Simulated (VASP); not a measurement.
# C (Fm-3m) in VASP: notebook

The runs below take C through single point, with PBE.

All numbers are computed with VASP 6.6.1; they aren't measurements. Logs are shortened: lines on timing, memory, paths and dates and some standing lists are left out, and cuts for length are marked.

### Step 1. The cell of the first run

The structure is cubic, space group Fm-3m (No. 225). The conventional cell has a = 4.012 Å, b = 4.012 Å, c = 4.012 Å, α = 90.00°, β = 90.00°, γ = 90.00°. C (site symmetry -43m) has 10 C at 1.74 to 2.01 Å within 2.3 Å. C (site symmetry m-3m) has 8 C at 1.74 Å within 2.3 Å.

### Step 2. Single point, PBE, collinear spin, ferromagnetic start

Contents of INCAR:

```
  PREC = Accurate
  ENCUT = 600
  EDIFF = 1E-6
  ISMEAR = 0
  SIGMA = 0.1
  LREAL = False
  LASPH = True
  NELM = 200
  ALGO = Normal
  ISIF = 2
  LWAVE = False
  LCHARG = True
  ISPIN = 2
  MAGMOM = 1 1 1
  LORBIT = 11
  GGA = PE
  LELF = True
  LVHAR = True
  NBANDS = 17
  GGA_COMPAT = False
```

Contents of KPOINTS:

```
regular mesh
0
Gamma
  8 8 8
```

Contents of POSCAR:

```
C
1.0
    0.0000000000      2.0057577500      2.0057577500
    2.0057577500      0.0000000000      2.0057577500
    2.0057577500      2.0057577500      0.0000000000
C
3
Direct
    0.2500000000      0.2500000000      0.2500000000
    0.7500000000      0.7500000000      0.7500000000
    0.0000000000      0.0000000000      0.0000000000
```

Potentials or basis: VASP PAW PBE potentials, release 64 (C).

Started as:

```sh
$ cat potpaw_PBE.64/C/POTCAR > POTCAR
$ mpirun -np 1 vasp_std > vasp.out
```

OUTCAR:

```text
PREC = Accurate
   ENCUT = 600
   EDIFF = 1E-6
   ISMEAR = 0
   LREAL = False
   LASPH = True
   NELM = 200
   ISIF = 2
   ISPIN = 2
   LORBIT = 11
   GGA = PE

 ion  position               nearest neighbor table
   1  0.250  0.250  0.250-   3 1.74   3 1.74   3 1.74   3 1.74   2 2.01   2 2.01   2 2.01   2 2.01
                             2 2.01   2 2.01
   2  0.750  0.750  0.750-   3 1.74   3 1.74   3 1.74   3 1.74   1 2.01   1 2.01   1 2.01   1 2.01
                             1 2.01   1 2.01
   3  0.000  0.000  0.000-   2 1.74   2 1.74   2 1.74   1 1.74   2 1.74   1 1.74   1 1.74   1 1.74

  LATTYP: Found a face centered cubic cell.
 ALAT       =     4.0115155000

  Lattice vectors:

 A1 = (   0.0000000000,   2.0057577500,   2.0057577500)
 A2 = (   2.0057577500,   0.0000000000,   2.0057577500)
 A3 = (   2.0057577500,   2.0057577500,   0.0000000000)

Analysis of symmetry for initial positions (statically):
=====================================================================
 Subroutine PRICEL returns:
 Original cell was already a primitive cell.

 Routine SETGRP: Setting up the symmetry group for a
 face centered cubic supercell.

 Subroutine GETGRP returns: Found 48 space group operations
 (whereof 48 operations were pure point group operations)
 out of a pool of 48 trial point group operations.

The static configuration has the point symmetry O_h .

Analysis of symmetry for dynamics (positions and initial velocities):
=====================================================================
 Subroutine PRICEL returns:
 Original cell was already a primitive cell.

 Routine SETGRP: Setting up the symmetry group for a
 face centered cubic supercell.

 Subroutine GETGRP returns: Found 48 space group operations
 (whereof 48 operations were pure point group operations)
 out of a pool of 48 trial point group operations.

The dynamic configuration has the point symmetry O_h .

Analysis of structural, dynamic, and magnetic symmetry:
=====================================================================
 Subroutine PRICEL returns:
 Original cell was already a primitive cell.

 Routine SETGRP: Setting up the symmetry group for a
 face centered cubic supercell.

 Subroutine GETGRP returns: Found 48 space group operations
 (whereof 48 operations were pure point group operations)
 out of a pool of 48 trial point group operations.

The overall configuration has the point symmetry O_h .

 Subroutine INISYM returns: Found 48 space group operations
 (whereof 48 operations are pure point group operations),
 and found     1 'primitive' translations

----------------------------------------------------------------------------------------

                                     Primitive cell

  volume of cell :      16.1386

  direct lattice vectors                    reciprocal lattice vectors
     0.000000000  2.005757750  2.005757750    -0.249282347  0.249282347  0.249282347
     2.005757750  0.000000000  2.005757750     0.249282347 -0.249282347  0.249282347
     2.005757750  2.005757750  0.000000000     0.249282347  0.249282347 -0.249282347

  length of vectors
     2.836569813  2.836569813  2.836569813     0.431769691  0.431769691  0.431769691

  position of ions in fractional coordinates (direct lattice)
     0.250000000  0.250000000  0.250000000
     0.750000000  0.750000000  0.750000000
     0.000000000  0.000000000  0.000000000

  ion indices of the primitive-cell ions
   primitive index   ion index
                 1           1
                 2           2
                 3           3

----------------------------------------------------------------------------------------

 KPOINTS: regular mesh

Automatic generation of k-mesh.
 Grid dimensions read from file:
 generate k-points for:    8    8    8

 Generating k-lattice:

  Cartesian coordinates                     Fractional coordinates (reciprocal lattice)
    -0.031160293  0.031160293  0.031160293     0.125000000  0.000000000  0.000000000
     0.031160293 -0.031160293  0.031160293     0.000000000  0.125000000  0.000000000
     0.031160293  0.031160293 -0.031160293     0.000000000  0.000000000  0.125000000

  Length of vectors
     0.053971211  0.053971211  0.053971211

  Shift w.r.t. Gamma in fractional coordinates (k-lattice)
     0.000000000  0.000000000  0.000000000

 Subroutine IBZKPT returns following result:
 ===========================================

 Found     29 irreducible k-points:

 Following reciprocal coordinates:
            Coordinates               Weight
  0.000000  0.000000  0.000000      1.000000
  0.125000  0.000000  0.000000      8.000000
  0.250000  0.000000  0.000000      8.000000
  0.375000  0.000000  0.000000      8.000000
  0.500000  0.000000  0.000000      4.000000
  0.125000  0.125000  0.000000      6.000000
[... 16 lines left out ...]
  0.500000  0.250000  0.125000     48.000000
 -0.375000  0.250000  0.125000     24.000000
 [... further k-points ...]
   k-points           NKPTS =     29   k-points in BZ     NKDIM =     29   number of bands    NBANDS=     17
   number of dos      NEDOS =    301   number of ions     NIONS =      3
   total plane-waves  NPLWV =  13824
   dimension x,y,z NGX =    24 NGY =   24 NGZ =   24
   dimension x,y,z NGXF=    48 NGYF=   48 NGZF=   48
   ions per type =               3
   NGX,Y,Z   is equivalent  to a cutoff of  14.07, 14.07, 14.07 a.u.
   NGXF,Y,Z  is equivalent  to a cutoff of  28.13, 28.13, 28.13 a.u.
 SYSTEM =  unknown system
   PREC   = accura    normal or accurate (medium, high low for compatibility)
   ISTART =      0    job   : 0-new  1-cont  2-samecut
   ICHARG =      2    charge: 1-file 2-atom 10-const
   ISPIN  =      2    spin polarized calculation?
   LNONCOLLINEAR =      F non collinear calculations
   LSORBIT =      F    spin-orbit coupling
   LASPH  =      T    aspherical Exc in radial PAW
   ENCUT  =  600.0 eV  44.10 Ry    6.64 a.u.   5.67  5.67  5.67*2*pi/ulx,y,z
   NELM   =    200;   NELMIN=  2; NELMDL= -5     # of ELM steps
   EDIFF  = 0.1E-05   stopping-criterion for ELM
   LREAL  =      F    real-space projection
   EDIFFG = 0.1E-04   stopping-criterion for IOM
   NSW    =      0    number of steps for IOM
   IBRION =     -1    ionic relax: 0-MD 1-quasi-New 2-CG
   NFREE  =      0    steps in history (QN), initial steepest desc. (CG)
   ISIF   =      2    stress and relaxation
   ISYM   =      2    0-nonsym 1-usesym 2-fastsym
   POTIM  = 0.5000    time-step for ionic-motion
   TEBEG  =    0.0;   TEEND  =   0.0 temperature during run
   PSTRESS=    0.0 pullay stress
   NELECT =      12.0000    total number of electrons
   NUPDOWN=      -1.0000    fix difference up-down
   EMIN   =  10.00;   EMAX   =-10.00  energy-range for DOS
   EFERMI =   0.00;   METHOD = LEGACY
   ISMEAR =     0;   SIGMA  =   0.10  broadening in eV -4-tet -1-fermi 0-gaus
   EFERMI_NEDOS =   21; number of points for ismear=-14 and -15
   IALGO  =     38    algorithm
   IMIX   =      4    mixing-type and parameters
     AMIX     =   0.40;   BMIX     =  1.00
     AMIX_MAG =   1.60;   BMIX_MAG =  1.00
  volume/ion in A,a.u.               =       5.38        36.30
  Fermi-wavevector in a.u.,A,eV,Ry     =   1.483133  2.802715 29.928511  2.199684
  Thomas-Fermi vector in A             =   2.596833
   LORBIT       =     11    0 simple, 1 ext, 2 COOP (PROOUT), +10 PAW based schemes
   GGA     = PE    functional components
   LHFCALC =     F    Hartree Fock is set to
   AEXX    =    0.0000 exact exchange contribution
   IVDW    =     0    specifies the selected vdW correction
   LEPSILON=     F    determine dielectric tensor
   LRPA    =     F    only Hartree local field effects (RPA)
 spin polarized calculation
 Gauss-broadening in eV      SIGMA  =   0.10
  energy-cutoff  :      600.00
  volume of cell :       16.14
 maximum number of plane-waves:       553
   NGX = 11   NGY = 11   NGZ = 11

 number of electron      12.0000000 magnetization       0.0032803

 number of electron      12.0000000 magnetization      -0.0001126

 Free energy of the ion-electron system (eV)
  ---------------------------------------------------
  ext. energy  EPLUGINS =         0.00000000
  ---------------------------------------------------
  free energy    TOTEN  =       -15.33245305 eV

  energy without entropy =      -15.33027551  energy(sigma->0) =      -15.33136428

 E-fermi :  12.5987     XC(G=0): -13.8889

 val. band max:       12.5514169431   @ k =   0.2500   0.1250   0.0000
 cond. band min:      12.7992753695   @ k =   0.3750   0.2500   0.0000
 fundamental gap:      0.2478584264
 Fermi energy:        12.5987154859

 spin component 1

 k-point     1 :       0.0000    0.0000    0.0000
  band No.  band energies     occupation
      1     -11.6116      1.00000
      2       8.2799      1.00000
      3       8.2799      1.00000
      4       8.2799      1.00000
      5       8.6582      1.00000
      6       8.6582      1.00000
[... 9 lines left out ...]
     16      39.7929      0.00000
     17      39.7929      0.00000
[... 441 lines left out ...]
 k-point    24 :      -0.3750    0.2500    0.1250
  band No.  band energies     occupation
      1      -5.9540      1.00000
      2      -4.2662      1.00000
      3       1.1485      1.00000
      4       2.7475      1.00000
      5      10.3192      1.00000
      6      10.5307      1.00000
[... 9 lines left out ...]
     16      42.4466      0.00000
     17      43.4974      0.00000

 [... further k-points ...]

 spin component 2

 k-point     1 :       0.0000    0.0000    0.0000
  band No.  band energies     occupation
      1     -11.6117      1.00000
      2       8.2798      1.00000
      3       8.2798      1.00000
      4       8.2798      1.00000
      5       8.6582      1.00000
      6       8.6582      1.00000
[... 9 lines left out ...]
     16      39.7929      0.00000
     17      39.7929      0.00000
[... 441 lines left out ...]
 k-point    24 :      -0.3750    0.2500    0.1250
  band No.  band energies     occupation
      1      -5.9540      1.00000
      2      -4.2662      1.00000
      3       1.1484      1.00000
      4       2.7475      1.00000
      5      10.3192      1.00000
      6      10.5306      1.00000
[... 9 lines left out ...]
     16      42.4466      0.00000
     17      43.4974      0.00000

 [... further k-points ...]
[... 5 lines left out ...]
  --------------------------------------------------------------------------------------
  -------------------------------------------------------------------------------------
  Total        6.9233493      6.9233493      6.9233493     -0.0000000      0.0000000     -0.0000000
  in kB      687.3238133    687.3238133    687.3238133     -0.0000000      0.0000000     -0.0000000
  external PRESSURE =     687.3238133 kB  Pullay stress =       0.0000000 kB

 VOLUME and BASIS-vectors are now :
 -----------------------------------------------------------------------------
  energy-cutoff  :      600.00
  volume of cell :       16.14
      direct lattice vectors                 reciprocal lattice vectors
     0.000000000  2.005757750  2.005757750    -0.249282347  0.249282347  0.249282347
     2.005757750  0.000000000  2.005757750     0.249282347 -0.249282347  0.249282347
     2.005757750  2.005757750  0.000000000     0.249282347  0.249282347 -0.249282347

 POSITION                                       TOTAL-FORCE (eV/Angst)
 -----------------------------------------------------------------------------------
      1.00288      1.00288      1.00288        -0.000000     -0.000000      0.000000
      3.00864      3.00864      3.00864         0.000000      0.000000     -0.000000
      0.00000      0.00000      0.00000        -0.000000      0.000000     -0.000000
 -----------------------------------------------------------------------------------
    total drift:                                0.000000      0.000000      0.000000

  FREE ENERGIE OF THE ION-ELECTRON SYSTEM (eV)
  ---------------------------------------------------
  free  energy   TOTEN  =       -15.3324530498 eV

  energy  without entropy=      -15.3302755068  energy(sigma->0) =      -15.33136428

 total charge

# of ion       s       p       d       tot
------------------------------------------
    1        0.964   1.375   0.000   2.339
    2        0.964   1.375   0.000   2.339
    3        0.838   1.466   0.000   2.304
--------------------------------------------------
tot          2.765   4.217   0.000   6.983

 magnetization (x)

# of ion       s       p       d       tot
------------------------------------------
    1       -0.000  -0.000   0.000  -0.000
    2       -0.000  -0.000   0.000  -0.000
    3       -0.000   0.000   0.000   0.000
--------------------------------------------------
tot         -0.000  -0.000   0.000  -0.000
```

Run time: 8.2 s. Hardware: 1 thread of Intel Xeon 6975P-C (Granite Rapids), shared host; peak memory 0.14 GiB.

Results:

| Item | Value |
| --- | --- |
| Free energy | -15.3325 eV |
| Pressure | 68.7 GPa |
| Band gap on the k mesh | zero (filled and empty bands overlap) |
| Net moment | 0.00 μB per cell |
| Valence electrons inside the program's atomic spheres | C 2.34, 2.30 |

Levels at points of the mesh, in eV from the Fermi level:
Spin up:
```
           k point  band 2  band 3  band 4  band 5  band 6  band 7  band 8  band 9  band 10  band 11
(0.00, 0.00, 0.00)   -4.32   -4.32   -4.32   -3.94   -3.94   -3.94   -0.68    3.68     5.77     5.77
(0.50, 0.00, 0.00)  -17.71   -7.36   -7.36   -2.80   -2.51   -2.51    2.04    8.45     8.45     8.64
(0.50, 0.50, 0.00)  -16.95  -11.22  -11.22   -8.17   -1.99    5.75    5.75    7.98     9.27     9.27
```
Spin down:
| k point | band 3 | band 4 | band 5 | band 6 | band 7 | band 8 | band 9 | band 10 |
| --- | --- | --- | --- | --- | --- | --- | --- | --- |
| (0.00, 0.00, 0.00) | -4.32 | -4.32 | -3.94 | -3.94 | -3.94 | -0.68 | 3.68 | 5.77 |
| (0.50, 0.00, 0.00) | -7.36 | -7.36 | -2.80 | -2.51 | -2.51 | 2.04 | 8.45 | 8.45 |
| (0.50, 0.50, 0.00) | -11.22 | -11.22 | -8.17 | -1.99 | 5.75 | 5.75 | 7.98 | 9.27 |

### Step 3. Single point, PBE

This run uses another cell than the first one, of 6.82 Å³/atom, 1.268 times its volume.

Contents of INCAR:

```
SYSTEM = C
  PREC = Accurate
  ENCUT = 600
  EDIFF = 1E-6
  ISMEAR = 0
  SIGMA = 0.1
  LREAL = .FALSE.
  LASPH = .TRUE.
  NELM = 120
  ALGO = Normal
  ISIF = 2
  LWAVE = .FALSE.
  LCHARG = .FALSE.
  GGA = PE
  NBANDS = 13
  GGA_COMPAT = .FALSE.
```

Contents of KPOINTS:

```
regular mesh
0
G
  18 18 18
  0 0 0
```

Contents of POSCAR:

```
C
1.0
    0.0000000000      2.1707047371      2.1707047371
    2.1707047371      0.0000000000      2.1707047371
    2.1707047371      2.1707047371      0.0000000000
C
3
Direct
    0.2500000000      0.2500000000      0.2500000000
    0.7500000000      0.7500000000      0.7500000000
    0.0000000000      0.0000000000      0.0000000000
```

Potentials or basis: VASP PAW PBE potentials, release 64 (C).

Started as:

```sh
$ cat potpaw_PBE.64/C/POTCAR > POTCAR
$ mpirun -np 1 vasp_std > vasp.out
```

Wall time 28 s (1 thread of Intel Xeon 6975P-C (Granite Rapids), shared host); peak memory 0.18 GiB.

The run converged. Its results:

```yaml
Free_energy: -16.0432 eV
Pressure: -0.2 GPa
Band_gap_on_the_k_mesh: zero (band 6 reaches 10.85 eV, above the bottom of band 7 at 5.97 eV)
```

Levels at points of the mesh, in eV from the Fermi level:
| k point | band 4 | band 5 | band 6 | band 7 | band 8 | band 9 |
| --- | --- | --- | --- | --- | --- | --- |
| (0.00, 0.00, 0.00) | -3.20 | -2.99 | -2.99 | -2.99 | -2.79 | 0.85 |
| (0.50, 0.00, 0.00) | -5.75 | -3.97 | -1.61 | -1.61 | 0.94 | 6.25 |
| (0.50, 0.50, 0.00) | -8.87 | -8.02 | -1.45 | 4.65 | 4.65 | 6.28 |
